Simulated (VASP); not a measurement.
# HfH3 (R-3c) in VASP: further runs, part 2 of 2

VASP 6.6.1. The steps go on from the part before.

### 3 Relaxation of cell and atoms, PBEsol

This run uses another cell than the first one, of 10.09 Å³/atom.

File INCAR:

```
SYSTEM = HfH3
  ALGO = Normal
  EDIFF = 1E-6
  EDIFFG = -0.01
  ENCUT = 600
  GGA = PS
  IBRION = 2
  ISIF = 3
  ISMEAR = 0
  LASPH = .TRUE.
  LCHARG = .FALSE.
  LREAL = .FALSE.
  LWAVE = .FALSE.
  NELM = 60
  NSW = 60
  PREC = Accurate
  SIGMA = 0.0868
```

File KPOINTS:

```
k-points
0
G
  5 5 5
  0 0 0
```

File POSCAR:

```
HfH3
1.0
    2.3609180000      4.0892270000      0.0000000000
   -2.3609180000      4.0892270000      0.0000000000
    0.0000000000     -2.7261510000      4.1825040000
Hf H
2 6
Direct
    0.0000000000      0.0000000000      0.0000000000
    0.5000000000      0.5000000000      0.5000000000
    0.8780000000      0.6220000000      0.7500000000
    0.2500000000      0.8780000000      0.7500000000
    0.6220000000      0.2500000000      0.7500000000
    0.1220000000      0.3780000000      0.2500000000
    0.7500000000      0.1220000000      0.2500000000
    0.3780000000      0.7500000000      0.2500000000
```

Potentials or basis: VASP PAW PBE potentials, release 64 (Hf_pv, H).

Run with:

```
> cat potpaw_PBE.64/Hf_pv/POTCAR potpaw_PBE.64/H/POTCAR > POTCAR
> mpirun -np 1 vasp_std > vasp.out
```

OUTCAR:

```text
SYSTEM = HfH3
   EDIFF = 1E-6
   EDIFFG = -0.01
   ENCUT = 600
   GGA = PS
   IBRION = 2
   ISIF = 3
   ISMEAR = 0
   LASPH = .TRUE.
   LREAL = .FALSE.
   NELM = 60
   NSW = 60
   PREC = Accurate

 ion  position               nearest neighbor table
   1  0.000  0.000  0.000-   3 1.82   6 1.82   4 1.82   7 1.82   5 1.82   8 1.82   2 3.44   2 3.44
                             2 3.44   2 3.44   2 3.44   2 3.44
   2  0.500  0.500  0.500-   3 1.82   6 1.82   5 1.82   8 1.82   7 1.82   4 1.82   1 3.44   1 3.44
                             1 3.44   1 3.44   1 3.44   1 3.44
   3  0.878  0.622  0.750-   1 1.82   2 1.82
   4  0.250  0.878  0.750-   1 1.82   2 1.82
   5  0.622  0.250  0.750-   2 1.82   1 1.82
   6  0.122  0.378  0.250-   1 1.82   2 1.82
   7  0.750  0.122  0.250-   1 1.82   2 1.82
   8  0.378  0.750  0.250-   2 1.82   1 1.82

  LATTYP: Found a trigonal (rhomboedric) cell.
 ALAT       =     4.9925193735
 COS(alpha) =     0.5527480069

  Lattice vectors:

 A1 = (   2.3609180000,   1.3630760000,   4.1825040000)
 A2 = (  -2.3609180000,   1.3630760000,   4.1825040000)
 A3 = (   0.0000000000,  -2.7261510000,   4.1825040000)

Analysis of symmetry for initial positions (statically):
=====================================================================
 Subroutine PRICEL returns:
 Original cell was already a primitive cell.

 Routine SETGRP: Setting up the symmetry group for a
 trigonal (rhombohedral) supercell.

 Subroutine GETGRP returns: Found 12 space group operations
 (whereof  6 operations were pure point group operations)
 out of a pool of 12 trial point group operations.

The static configuration has the point symmetry S_6 .
 The point group associated with its full space group is D_3d.

Analysis of symmetry for dynamics (positions and initial velocities):
=====================================================================
 Subroutine PRICEL returns:
 Original cell was already a primitive cell.

 Routine SETGRP: Setting up the symmetry group for a
 trigonal (rhombohedral) supercell.

 Subroutine GETGRP returns: Found 12 space group operations
 (whereof  6 operations were pure point group operations)
 out of a pool of 12 trial point group operations.

The dynamic configuration has the point symmetry S_6 .
 The point group associated with its full space group is D_3d.

 Subroutine INISYM returns: Found 12 space group operations
 (whereof  6 operations are pure point group operations),
 and found     1 'primitive' translations

----------------------------------------------------------------------------------------

                                     Primitive cell

  volume of cell :      80.7585

  direct lattice vectors                    reciprocal lattice vectors
     2.360918000  4.089227000  0.000000000     0.211782027  0.122272498  0.079697065
    -2.360918000  4.089227000  0.000000000    -0.211782027  0.122272498  0.079697065
     0.000000000 -2.726151000  4.182504000     0.000000000  0.000000000  0.239091224

  length of vectors
     4.721833464  4.721833464  4.992518301     0.257203835  0.257203835  0.239091224

  position of ions in fractional coordinates (direct lattice)
     0.000000000  0.000000000  0.000000000
     0.500000000  0.500000000  0.500000000
     0.878000000  0.622000000  0.750000000
     0.250000000  0.878000000  0.750000000
     0.622000000  0.250000000  0.750000000
     0.122000000  0.378000000  0.250000000
     0.750000000  0.122000000  0.250000000
     0.378000000  0.750000000  0.250000000

  ion indices of the primitive-cell ions
[... 33 lines left out ...]

 Found     19 irreducible k-points:

 Following reciprocal coordinates:
            Coordinates               Weight
  0.000000  0.000000  0.000000      1.000000
  0.200000 -0.000000  0.000000      6.000000
  0.400000  0.000000  0.000000      6.000000
  0.200000  0.200000  0.000000      6.000000
  0.400000  0.200000  0.000000     12.000000
 -0.400000  0.200000  0.000000     12.000000
[... 11 lines left out ...]
  0.000000  0.000000  0.400000      2.000000
  0.200000 -0.000000  0.400000      6.000000
   k-points           NKPTS =     19   k-points in BZ     NKDIM =     19   number of bands    NBANDS=     18
   number of dos      NEDOS =    301   number of ions     NIONS =      8
   total plane-waves  NPLWV =  64000
   dimension x,y,z NGX =    40 NGY =   40 NGZ =   40
   dimension x,y,z NGXF=    80 NGYF=   80 NGZF=   80
   ions per type =               2   6
   NGX,Y,Z   is equivalent  to a cutoff of  14.08, 14.08, 13.32 a.u.
   NGXF,Y,Z  is equivalent  to a cutoff of  28.17, 28.17, 26.64 a.u.
 SYSTEM =  HfH3
   PREC   = accura    normal or accurate (medium, high low for compatibility)
   ISTART =      0    job   : 0-new  1-cont  2-samecut
   ICHARG =      2    charge: 1-file 2-atom 10-const
   ISPIN  =      1    spin polarized calculation?
   LNONCOLLINEAR =      F non collinear calculations
   LSORBIT =      F    spin-orbit coupling
   LASPH  =      T    aspherical Exc in radial PAW
   ENCUT  =  600.0 eV  44.10 Ry    6.64 a.u.   9.43  9.43  9.97*2*pi/ulx,y,z
   NELM   =     60;   NELMIN=  2; NELMDL= -5     # of ELM steps
   EDIFF  = 0.1E-05   stopping-criterion for ELM
   LREAL  =      F    real-space projection
   EDIFFG = -.1E-01   stopping-criterion for IOM
   NSW    =     60    number of steps for IOM
   IBRION =      2    ionic relax: 0-MD 1-quasi-New 2-CG
   NFREE  =      1    steps in history (QN), initial steepest desc. (CG)
   ISIF   =      3    stress and relaxation
   ISYM   =      2    0-nonsym 1-usesym 2-fastsym
   POTIM  = 0.5000    time-step for ionic-motion
   TEBEG  =    0.0;   TEEND  =   0.0 temperature during run
   PSTRESS=    0.0 pullay stress
   NELECT =      26.0000    total number of electrons
   NUPDOWN=      -1.0000    fix difference up-down
   EMIN   =  10.00;   EMAX   =-10.00  energy-range for DOS
   EFERMI =   0.00;   METHOD = LEGACY
   ISMEAR =     0;   SIGMA  =   0.09  broadening in eV -4-tet -1-fermi 0-gaus
   EFERMI_NEDOS =   21; number of points for ismear=-14 and -15
   IALGO  =     38    algorithm
   IMIX   =      4    mixing-type and parameters
     AMIX     =   0.40;   BMIX     =  1.00
     AMIX_MAG =   1.60;   BMIX_MAG =  1.00
  volume/ion in A,a.u.               =      10.09        68.12
  Fermi-wavevector in a.u.,A,eV,Ry     =   1.122027  2.120323 17.128966  1.258943
  Thomas-Fermi vector in A             =   2.258684
   LORBIT       =      0    0 simple, 1 ext, 2 COOP (PROOUT), +10 PAW based schemes
   GGA     = PS    functional components
   LHFCALC =     F    Hartree Fock is set to
   AEXX    =    0.0000 exact exchange contribution
   IVDW    =     0    specifies the selected vdW correction
   LEPSILON=     F    determine dielectric tensor
   LRPA    =     F    only Hartree local field effects (RPA)
 conjugate gradient relaxation of ions
 non-spin polarized calculation
 Gauss-broadening in eV      SIGMA  =   0.09
  energy-cutoff  :      600.00
  volume of cell :       80.76
 maximum number of plane-waves:      2715
 NGX is ok and might be reduce to    40
   NGX = 19   NGY = 19   NGZ = 19

--------------------------------------- Ionic step        1  -------------------------------------------

 number of electron      26.0000001 magnetization

 Free energy of the ion-electron system (eV)
  ---------------------------------------------------
  ext. energy  EPLUGINS =         0.00000000
  ---------------------------------------------------
  free energy    TOTEN  =       -39.64817105 eV

  energy without entropy =      -39.64183841  energy(sigma->0) =      -39.64500473

------------------------ aborting loop because EDIFF is reached ----------------------------------------

  FORCE on cell =-STRESS in cart. coord.  units (eV):
  Direction    XX          YY          ZZ          XY          YZ          ZX
  --------------------------------------------------------------------------------------
  -------------------------------------------------------------------------------------
  Total        6.2952240      6.2952150      7.1742455     -0.0000000      0.0000006     -0.0000000
  in kB      124.8916163    124.8914374    142.3306164     -0.0000000      0.0000113     -0.0000000
  external PRESSURE =     130.7045567 kB  Pullay stress =       0.0000000 kB
[... 910 lines left out ...]
      5     -27.9197      2.00000
      6     -27.8776      2.00000
[... 10 lines left out ...]
     17       5.0339      0.00000
     18       5.3715      0.00000

[... ionic steps 4 to 21 ...]

--------------------------------------- Ionic step       22  -------------------------------------------

 number of electron      26.0000003 magnetization

------------------------ aborting loop because EDIFF is reached ----------------------------------------
[... 79 lines left out ...]
--------------------------------------- Ionic step       24  -------------------------------------------

 number of electron      26.0000003 magnetization

 Free energy of the ion-electron system (eV)
  ---------------------------------------------------
  ext. energy  EPLUGINS =         0.00000000
  ---------------------------------------------------
  free energy    TOTEN  =       -41.31664825 eV

  energy without entropy =      -41.30102647  energy(sigma->0) =      -41.30883736

 E-fermi :   3.5932     XC(G=0): -10.8466

 val. band max:        3.5908303727   @ k =  -0.4000   0.2000   0.2000
 cond. band min:       3.6278575376   @ k =   0.4000   0.0000   0.2000
 fundamental gap:      0.0370271649
 Fermi energy:         3.5931775953
[... 432 lines left out ...]
  FREE ENERGIE OF THE ION-ELECTRON SYSTEM (eV)
  ---------------------------------------------------
  free  energy   TOTEN  =       -41.3166482468 eV

  energy  without entropy=      -41.3010264730  energy(sigma->0) =      -41.30883736

 reached required accuracy - stopping structural energy minimisation
```

It took 13 min on 1 thread of AMD EPYC 7R13, shared host; peak memory 0.23 GiB.

Results:

```yaml
Free_energy: -41.3166 eV
Relaxed_volume: 8.29 Å³/atom
Relaxed_cell: a = 3.864 Å, b = 3.864 Å, c = 5.592 Å, α = 110.21°, β = 110.21°, γ = 60.00°
Space_group_after_relaxing_to_0.1_Å: R-3c (No. 167)
Energy_gained_by_relaxing: 208.6 meV/atom
Ionic_steps: 24
Pressure_after_relaxing: 0.0 GPa
Largest_force_after_relaxing: 0.005 eV/Å
Band_gap_on_the_k_mesh: zero (bands 13 and 14 overlap by 0.52 eV)
```

Forces in eV/Å, atoms in the order of the input:
```
Hf   0.000  0.000  0.000
Hf   0.000  0.000  0.000
H   -0.005  0.000  0.000
H    0.002 -0.004  0.000
H    0.002  0.004  0.000
H    0.005  0.000  0.000
H   -0.002  0.004  0.000
H   -0.002 -0.004  0.000
```

The path:
| step | energy change (eV) | largest force (eV/Å) | pressure (GPa) | volume (Å³) |
| --- | --- | --- | --- | --- |
| 1 | 0.0000 | 0.7508 | 13.07 | 80.76 |
| 2 | -0.4773 | 0.2564 | -0.19 | 90.77 |
| 3 | -0.4787 | 0.2309 | -0.78 | 91.38 |
| 4 | -0.4993 | 0.2305 | -0.76 | 90.88 |
| 5 | -0.5617 | 0.2278 | -0.82 | 89.39 |
| 6 | -0.6881 | 0.2105 | -0.95 | 86.44 |
| 7 | -0.9353 | 0.1273 | -1.55 | 80.65 |
| 8 | -1.1764 | 0.3870 | -2.33 | 69.54 |
| 9 | -1.1709 | 0.1249 | -1.88 | 73.37 |
| 10 | -1.1882 | 0.1991 | -2.17 | 72.02 |
| 11 | -1.2199 | 0.2151 | -1.88 | 71.14 |
| 12 | -1.2965 | 0.2789 | -0.75 | 68.50 |
| 13 | -1.2876 | 0.5557 | 2.93 | 63.22 |
| 14 | -1.3328 | 0.3347 | 0.41 | 66.56 |
| 15 | -1.3358 | 0.3756 | 0.94 | 65.75 |
| 16 | -1.4001 | 0.3656 | 0.79 | 65.63 |
| 17 | -1.5433 | 0.3491 | 0.40 | 65.17 |
| 18 | -1.5703 | 0.3573 | -0.18 | 63.77 |
| 19 | -1.5911 | 0.3519 | -0.01 | 64.44 |
| 20 | -1.6308 | 0.2047 | 1.12 | 64.41 |
| 21 | -1.6511 | 0.0123 | 2.76 | 64.38 |
| 22 | -1.6679 | 0.0210 | -0.54 | 66.57 |
| 23 | -1.6682 | 0.0196 | -0.15 | 66.29 |
| 24 | -1.6685 | 0.0048 | -0.02 | 66.32 |

Final structure:
```
Hf H
1.0
     1.93213    3.34654    0.00000
    -1.93213    3.34654    0.00000
     0.00000   -2.23103    5.12813
Hf H
2 6
Direct
  0.00000 0.00000 0.00000
  0.50000 0.50000 0.50000
  0.98456 0.51544 0.75000
  0.25000 0.98456 0.75000
  0.51544 0.25000 0.75000
  0.01544 0.48456 0.25000
  0.75000 0.01544 0.25000
  0.48456 0.75000 0.25000
```

Caveat: the volume moved by over 15 % at a fixed basis, so the end points are rough; the PAW data sets were made with another functional, which shifts forces and pressure a little; spin-orbit coupling is left out, which moves the levels of the heavy elements.
